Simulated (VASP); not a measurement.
Set up this calculation in VASP 6.6.1, as the native input.

* Task: single point
* Functional: PBE
* Potentials or basis: VASP PAW PBE potentials, release 64 (Ba_sv, S)
* Cutoff: 520 eV
* k mesh: 4 × 4 × 4
* Occupations: gaussian, width 0.01 eV
* Spin: no spin polarisation
* Dipole correction: no
* Further INCAR settings: ALGO = Normal; EDIFF = 1e-06; NBANDS = 15

The structure of BaS lies in POSCAR:

```
BaS
1.0
    0.0000000000      3.2117958753      3.2117958753
    3.2117958753      0.0000000000      3.2117958753
    3.2117958753      3.2117958753      0.0000000000
Ba S
1 1
Direct
    0.0000000000      0.0000000000      0.0000000000
    0.5000000000      0.5000000000      0.5000000000
```

These files were run (other wordings do the same):

INCAR

```
SYSTEM = BaS
PREC = Accurate ; ENCUT = 520
EDIFF = 1E-6 ; ISMEAR = 0
SIGMA = 0.01 ; LREAL = .FALSE.
LASPH = .TRUE. ; NELM = 60
ALGO = Normal ; ISIF = 2
LWAVE = .FALSE. ; LCHARG = .FALSE.
GGA = PE ; NBANDS = 15
```

KPOINTS

```
regular mesh
0
G
  4 4 4
  0 0 0
```

Potentials or basis: VASP PAW PBE potentials, release 64 (Ba_sv, S).

Run with:

```console
$ cat potpaw_PBE.64/Ba_sv/POTCAR potpaw_PBE.64/S/POTCAR > POTCAR
$ mpirun -np 1 vasp_std > vasp.out
```

Results of the run:

The pressure is 0.7 GPa and the band gap on the k mesh is 2.13 eV, indirect (least direct gap 2.28 eV).

Caveat: the k points lie up to 0.42 Å⁻¹ apart; spin-orbit coupling is left out, which moves the levels of the heavy elements.

It took 7.7 s on 1 thread of AMD EPYC 9R45 96-Core Processor (Zen 5) (shared host), peak memory 0.17 GiB.
